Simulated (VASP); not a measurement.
# LiTi (F-43m) in VASP: a series of runs

The runs below take LiTi through single point, relaxation of cell and atoms, with PBE.

Program: VASP 6.6.1. These are calculated values, not measurements. Logs are shortened: lines on timing, memory, paths and dates and some standing lists are left out, and cuts for length are marked.

**1. The cell of the first run**

It takes space group F-43m (No. 216, cubic). Conventional cell: a = 5.606 Å, b = 5.606 Å, c = 5.606 Å, α = 90.00°, β = 90.00°, γ = 90.00°. Li (site symmetry -43m) has 4 Ti at 2.43 Å within 3.2 Å. Ti (site symmetry -43m) has 4 Li at 2.43 Å within 3.2 Å.

**2. Single point, PBE**

INCAR reads:

```
SYSTEM = LiTi
PREC = Accurate
ENCUT = 520
EDIFF = 1E-7
ISMEAR = 0
SIGMA = 0.1
LREAL = .False.
LASPH = .True.
NELM = 60
ALGO = Normal
ISIF = 2
LWAVE = .False.
LCHARG = .False.
GGA = PE
NBANDS = 14
```

KPOINTS reads:

```
Automatic mesh
0
Gamma
  6 6 6
  0 0 0
```

POSCAR reads:

```
LiTi
1.0
    0.0000000000      2.8028647239      2.8028647239
    2.8028647239      0.0000000000      2.8028647239
    2.8028647239      2.8028647239      0.0000000000
Li Ti
1 1
Direct
    0.7500000000      0.7500000000      0.7500000000
    0.0000000000      0.0000000000      0.0000000000
```

Potentials or basis: VASP PAW PBE potentials, release 64 (Li_sv, Ti_sv).

Command:

```
$ cat potpaw_PBE.64/Li_sv/POTCAR potpaw_PBE.64/Ti_sv/POTCAR > POTCAR
$ mpirun -np 1 vasp_std > vasp.out
```

OUTCAR:

```text
SYSTEM = LiTi
   PREC = Accurate
   ENCUT = 520
   EDIFF = 1E-7
   ISMEAR = 0
   LREAL = .False.
   LASPH = .True.
   NELM = 60
   ISIF = 2
   GGA = PE

 ion  position               nearest neighbor table
   1  0.750  0.750  0.750-   2 2.43   2 2.43   2 2.43   2 2.43
   2  0.000  0.000  0.000-   1 2.43   1 2.43   1 2.43   1 2.43

  LATTYP: Found a face centered cubic cell.
 ALAT       =     5.6057294478

  Lattice vectors:

 A1 = (   0.0000000000,   2.8028647239,   2.8028647239)
 A2 = (   2.8028647239,   0.0000000000,   2.8028647239)
 A3 = (   2.8028647239,   2.8028647239,   0.0000000000)

Analysis of symmetry for initial positions (statically):
=====================================================================
 Subroutine PRICEL returns:
 Original cell was already a primitive cell.

 Routine SETGRP: Setting up the symmetry group for a
 face centered cubic supercell.

 Subroutine GETGRP returns: Found 24 space group operations
 (whereof 24 operations were pure point group operations)
 out of a pool of 48 trial point group operations.

The static configuration has the point symmetry T_d .

Analysis of symmetry for dynamics (positions and initial velocities):
=====================================================================
 Subroutine PRICEL returns:
 Original cell was already a primitive cell.

 Routine SETGRP: Setting up the symmetry group for a
 face centered cubic supercell.

 Subroutine GETGRP returns: Found 24 space group operations
 (whereof 24 operations were pure point group operations)
 out of a pool of 48 trial point group operations.

The dynamic configuration has the point symmetry T_d .

 Subroutine INISYM returns: Found 24 space group operations
 (whereof 24 operations are pure point group operations),
 and found     1 'primitive' translations

----------------------------------------------------------------------------------------

                                     Primitive cell

  volume of cell :      44.0389

  direct lattice vectors                    reciprocal lattice vectors
     0.000000000  2.802864724  2.802864724    -0.178388916  0.178388916  0.178388916
     2.802864724  0.000000000  2.802864724     0.178388916 -0.178388916  0.178388916
     2.802864724  2.802864724  0.000000000     0.178388916  0.178388916 -0.178388916

  length of vectors
     3.963849306  3.963849306  3.963849306     0.308978666  0.308978666  0.308978666

  position of ions in fractional coordinates (direct lattice)
     0.750000000  0.750000000  0.750000000
     0.000000000  0.000000000  0.000000000

  ion indices of the primitive-cell ions
   primitive index   ion index
[... 78 lines left out ...]
   EMIN   =  10.00;   EMAX   =-10.00  energy-range for DOS
   EFERMI =   0.00;   METHOD = LEGACY
   ISMEAR =     0;   SIGMA  =   0.10  broadening in eV -4-tet -1-fermi 0-gaus
   EFERMI_NEDOS =   21; number of points for ismear=-14 and -15
   IALGO  =     38    algorithm
   IMIX   =      4    mixing-type and parameters
     AMIX     =   0.40;   BMIX     =  1.00
     AMIX_MAG =   1.60;   BMIX_MAG =  1.00
  volume/ion in A,a.u.               =      22.02       148.59
  Fermi-wavevector in a.u.,A,eV,Ry     =   1.143299  2.160522 17.784615  1.307132
  Thomas-Fermi vector in A             =   2.279994
   LORBIT       =      0    0 simple, 1 ext, 2 COOP (PROOUT), +10 PAW based schemes
   GGA     = PE    functional components
   LHFCALC =     F    Hartree Fock is set to
   AEXX    =    0.0000 exact exchange contribution
   IVDW    =     0    specifies the selected vdW correction
   LEPSILON=     F    determine dielectric tensor
   LRPA    =     F    only Hartree local field effects (RPA)
 non-spin polarized calculation
 Gauss-broadening in eV      SIGMA  =   0.10
  energy-cutoff  :      520.00
  volume of cell :       44.04
 maximum number of plane-waves:      1243
 NGX is ok and might be reduce to    30
   NGX = 15   NGY = 15   NGZ = 15

 number of electron      15.0000014 magnetization

 Free energy of the ion-electron system (eV)
  ---------------------------------------------------
  ext. energy  EPLUGINS =         0.00000000
  ---------------------------------------------------
  free energy    TOTEN  =        -5.81275760 eV

  energy without entropy =       -5.77207314  energy(sigma->0) =       -5.79241537

 E-fermi :   2.9812     XC(G=0):  -8.6605

 val. band max:        2.9656233545   @ k =  -0.3333   0.3333   0.1667
 cond. band min:       2.9950910510   @ k =   0.5000   0.1667   0.0000
 fundamental gap:      0.0294676965
 Fermi energy:         2.9812090894

 k-point     1 :       0.0000    0.0000    0.0000
  band No.  band energies     occupation
      1     -54.3120      2.00000
      2     -43.3476      2.00000
      3     -30.5769      2.00000
      4     -30.5769      2.00000
      5     -30.5769      2.00000
      6      -1.2163      2.00000
      7       2.8457      1.94464
      8       2.8457      1.94464
      9       2.8457      1.94463
     10       3.8906      0.00000
     11       3.8906      0.00000
     12      12.2688      0.00000
     13      12.2688      0.00000
     14      12.2688      0.00000
[... 241 lines left out ...]
      1     -54.3088      2.00000
      2     -43.3507      2.00000
      3     -30.5934      2.00000
      4     -30.5871      2.00000
      5     -30.5870      2.00000
      6       1.7402      2.00000
      7       2.7299      1.99962
      8       3.1624      0.01038
      9       3.5382      0.00000
     10       4.1331      0.00000
     11       4.7183      0.00000
     12       4.9567      0.00000
     13       6.3855      0.00000
     14       6.6226      0.00000

------------------------ aborting loop because EDIFF is reached ----------------------------------------

  FORCE on cell =-STRESS in cart. coord.  units (eV):
  Direction    XX          YY          ZZ          XY          YZ          ZX
  --------------------------------------------------------------------------------------
  -------------------------------------------------------------------------------------
  Total       -0.0128007     -0.0128007     -0.0128007      0.0000000      0.0000000      0.0000000
  in kB       -0.4657036     -0.4657036     -0.4657036      0.0000000      0.0000000      0.0000000
  external PRESSURE =      -0.4657036 kB  Pullay stress =       0.0000000 kB

 VOLUME and BASIS-vectors are now :
 -----------------------------------------------------------------------------
  energy-cutoff  :      520.00
  volume of cell :       44.04
      direct lattice vectors                 reciprocal lattice vectors
     0.000000000  2.802864724  2.802864724    -0.178388916  0.178388916  0.178388916
     2.802864724  0.000000000  2.802864724     0.178388916 -0.178388916  0.178388916
     2.802864724  2.802864724  0.000000000     0.178388916  0.178388916 -0.178388916

 POSITION                                       TOTAL-FORCE (eV/Angst)
 -----------------------------------------------------------------------------------
      4.20430      4.20430      4.20430        -0.000000     -0.000000      0.000000
      0.00000      0.00000      0.00000         0.000000      0.000000     -0.000000
 -----------------------------------------------------------------------------------
    total drift:                               -0.000000     -0.000000     -0.000000

  FREE ENERGIE OF THE ION-ELECTRON SYSTEM (eV)
  ---------------------------------------------------
  free  energy   TOTEN  =        -5.8127576015 eV

  energy  without entropy=       -5.7720731438  energy(sigma->0) =       -5.79241537
```

OSZICAR:

```text
N       E                     dE             d eps       ncg     rms          rms(c)
DAV:   1     0.109068880797E+03    0.10907E+03   -0.71108E+03   448   0.109E+03
DAV:   2     0.345403729897E+01   -0.10561E+03   -0.10215E+03   472   0.303E+02
DAV:   3    -0.704954952046E+01   -0.10504E+02   -0.96143E+01   842   0.730E+01
DAV:   4    -0.733594917323E+01   -0.28640E+00   -0.27047E+00   514   0.132E+01
DAV:   5    -0.735330572317E+01   -0.17357E-01   -0.17123E-01   706   0.215E+00    0.743E+00
DAV:   6    -0.608511835978E+01    0.12682E+01   -0.72729E+00   528   0.267E+01    0.446E+00
DAV:   7    -0.580679843024E+01    0.27832E+00   -0.13596E+00   512   0.118E+01    0.113E+00
DAV:   8    -0.581808970553E+01   -0.11291E-01   -0.79570E-02   582   0.220E+00    0.557E-01
DAV:   9    -0.581275242164E+01    0.53373E-02   -0.16206E-02   516   0.138E+00    0.106E-01
DAV:  10    -0.581277936302E+01   -0.26941E-04   -0.89332E-04   622   0.246E-01    0.217E-02
DAV:  11    -0.581275693199E+01    0.22431E-04   -0.99746E-05   580   0.106E-01    0.900E-03
DAV:  12    -0.581275757558E+01   -0.64359E-06   -0.47194E-06   588   0.186E-02    0.253E-03
DAV:  13    -0.581275760149E+01   -0.25916E-07   -0.60496E-07   602   0.588E-03
   1 F= -.58127576E+01 E0= -.57924154E+01  d E =-.406845E-01
```

Run time: 5.6 s. Hardware: 1 thread of Intel Xeon 6975P-C (Granite Rapids), shared host; peak memory 0.16 GiB.

What came out:

```
Free energy : -5.8128 eV
```

Levels at points of the mesh, in eV from the Fermi level:
```tsv
k point	band 3	band 4	band 5	band 6	band 7	band 8	band 9	band 10	band 11	band 12
(0.00, 0.00, 0.00)	-33.56	-33.56	-33.56	-4.20	-0.14	-0.14	-0.14	0.91	0.91	9.29
(0.50, 0.00, 0.00)	-33.58	-33.56	-33.56	-1.80	-0.66	0.02	0.02	1.18	1.18	1.84
(0.50, 0.50, 0.00)	-33.57	-33.57	-33.57	-1.67	-0.35	0.80	1.07	1.07	1.29	2.43
```

Caveat: the cutoff is under 1.25 times the usual one of these potentials, so pressure, stress and relaxed cells hold a basis-set (Pulay) error.

**3. Relaxation of cell and atoms, PBE**

This run uses another cell than the first one, of 13.21 Å³/atom, 0.600 times its volume.

INCAR reads:

```
SYSTEM = LiTi
PREC = Accurate
ENCUT = 600
EDIFF = 1E-6
ISMEAR = 0
SIGMA = 0.1
LREAL = .False.
LASPH = .True.
NELM = 100
ALGO = Normal
ISIF = 3
LWAVE = .False.
LCHARG = .False.
GGA = PE
IBRION = 2
NSW = 90
EDIFFG = -0.04
```

KPOINTS reads:

```
regular mesh
0
Gamma
  6 6 6
  0 0 0
```

POSCAR reads:

```
LiTi
1.0
    0.0000000000      2.3636633300      2.3636633300
    2.3636633300      0.0000000000      2.3636633300
    2.3636633300      2.3636633300      0.0000000000
Li Ti
1 1
Direct
    0.7500000000      0.7500000000      0.7500000000
    0.0000000000      0.0000000000      0.0000000000
```

Potentials or basis: VASP PAW PBE potentials, release 64 (Li_sv, Ti_sv).

Command:

```
$ cat potpaw_PBE.64/Li_sv/POTCAR potpaw_PBE.64/Ti_sv/POTCAR > POTCAR
$ mpirun -np 1 vasp_std > vasp.out
```

Wall time 15 s (1 thread of Intel Xeon 6975P-C (Granite Rapids), shared host); peak memory 0.15 GiB.

Results (log left out):

- Free energy: -5.7614 eV
- Relaxed volume: 20.63 Å³/atom
- Relaxed cell: a = 3.879 Å, b = 3.879 Å, c = 3.879 Å, α = 60.00°, β = 60.00°, γ = 60.00°
- Space group after relaxing (to 0.05 Å): F-43m (No. 216)
- Energy gained by relaxing: 374.1 meV/atom
- Ionic steps: 4
- Pressure after relaxing: 0.0 GPa

Step by step:
| step | energy change (eV) | largest force (eV/Å) | pressure (GPa) | volume (Å³) |
| --- | --- | --- | --- | --- |
| 1 | 0.0000 | 0.0000 | 20.94 | 26.41 |
| 2 | -0.5874 | 0.0000 | 7.35 | 33.57 |
| 3 | -0.7454 | 0.0000 | 0.80 | 40.20 |
| 4 | -0.7482 | 0.0000 | 0.03 | 41.27 |

Final structure:
```
Li Ti
1.0
     0.00000    2.74283    2.74283
     2.74283    0.00000    2.74283
     2.74283    2.74283    0.00000
Li Ti
1 1
Direct
  0.75000 0.75000 0.75000
  0.00000 0.00000 0.00000
```

Levels at points of the mesh, in eV from the Fermi level:
```csv
k point,band 5,band 6,band 7,band 8,band 9,band 10
"(0.00, 0.00, 0.00)",-33.49,-4.33,-0.17,-0.17,-0.17,0.97
"(0.50, 0.00, 0.00)",-33.49,-1.89,-0.65,-0.01,-0.01,1.27
"(0.50, 0.50, 0.00)",-33.50,-1.81,-0.38,0.91,1.16,1.16
```

Caveat: the k points lie up to 0.33 Å⁻¹ apart in the final cell; the cutoff is under 1.25 times the usual one of these potentials, so pressure, stress and relaxed cells hold a basis-set (Pulay) error; the volume moved by over 15 % at a fixed basis, so the end points are rough.

**4. Single point, PBE, collinear spin, ferromagnetic start**

This run uses another cell than the first one, of 24.04 Å³/atom, 1.092 times its volume.

INCAR reads:

```
PREC = Accurate ; ENCUT = 520
EDIFF = 1E-7 ; ISMEAR = 0
SIGMA = 0.1 ; LREAL = False
LASPH = True ; NELM = 150
ALGO = Normal ; ISIF = 2
LWAVE = False ; LCHARG = False
ISPIN = 2 ; MAGMOM = 0.2 1.62
LORBIT = 11 ; LMAXMIX = 4
GGA = PE ; NBANDS = 18
```

KPOINTS reads:

```
regular mesh
0
Gamma
  18 18 18
```

POSCAR reads:

```
LiTi
1.0
    0.0000000000      2.8862540702      2.8862540702
    2.8862540702      0.0000000000      2.8862540702
    2.8862540702      2.8862540702      0.0000000000
Li Ti
1 1
Direct
    0.2500000000      0.2500000000      0.2500000000
    0.0000000000      0.0000000000      0.0000000000
```

Command:

```
$ cat potpaw_PBE.64/Li_sv/POTCAR potpaw_PBE.64/Ti_sv/POTCAR > POTCAR
$ mpirun -np 1 vasp_std > vasp.out
```

Run time: 2.5 min. Hardware: 1 thread of Intel Xeon 6975P-C (Granite Rapids), shared host; peak memory 0.37 GiB.

It converged, with:

| Item | Value |
| --- | --- |
| Free energy | -6.2181 eV |
| Net moment | 2.62 μB per cell |
| Site moments | Li +0.08; Ti +1.75 μB |
| Valence electrons inside the program's atomic spheres | Li 2.15; Ti 10.15 |

Levels at points of the mesh, in eV from the Fermi level:
Spin up:
```tsv
k point	band 6	band 7	band 8	band 9	band 10	band 11	band 12	band 13
(0.00, 0.00, 0.00)	-4.55	-0.80	-0.80	-0.80	0.52	0.52	8.21	8.21
(0.50, 0.00, 0.00)	-2.30	-1.17	-0.54	-0.54	0.62	0.62	0.95	5.62
(0.50, 0.50, 0.00)	-1.93	-0.99	0.13	0.26	0.26	0.88	1.65	2.74
```
Spin down:
| k point | band 4 | band 5 | band 6 | band 7 | band 8 | band 9 |
| --- | --- | --- | --- | --- | --- | --- |
| (0.00, 0.00, 0.00) | -32.42 | -32.42 | -3.74 | 0.99 | 0.99 | 0.99 |
| (0.50, 0.00, 0.00) | -32.43 | -32.43 | -1.26 | -0.35 | 0.89 | 0.89 |
| (0.50, 0.50, 0.00) | -32.43 | -32.43 | -1.16 | 0.66 | 1.08 | 1.95 |

Caveat: the cutoff is under 1.25 times the usual one of these potentials, so pressure, stress and relaxed cells hold a basis-set (Pulay) error.

**5. Summary**

```tsv
task	spin	cell	k mesh	cutoff (eV)	gap on the mesh (eV)
single point	off	a = 3.964 Å, angles 60.0°, 2 atoms	6 × 6 × 6	520	none
relaxation of cell and atoms	off	relaxed from a = 3.343 Å, angles 60.0°, 2 atoms	6 × 6 × 6	600	none
single point	collinear, ferromagnetic start	a = 4.082 Å, angles 60.0°, 2 atoms	18 × 18 × 18	520	none
```

Alike in all rows: level PBE; potentials or basis VASP PAW PBE potentials, release 64 (Li_sv, Ti_sv); smearing gaussian 0.1 eV.

Caveats: some runs use coarse meshes; the cutoff is under 1.25 times the usual one of these potentials, so pressure, stress and relaxed cells hold a basis-set (Pulay) error; the volume moved by over 15 % at a fixed basis, so the end points are rough (some runs).

Absolute energies hang on the potentials; compare differences alone.
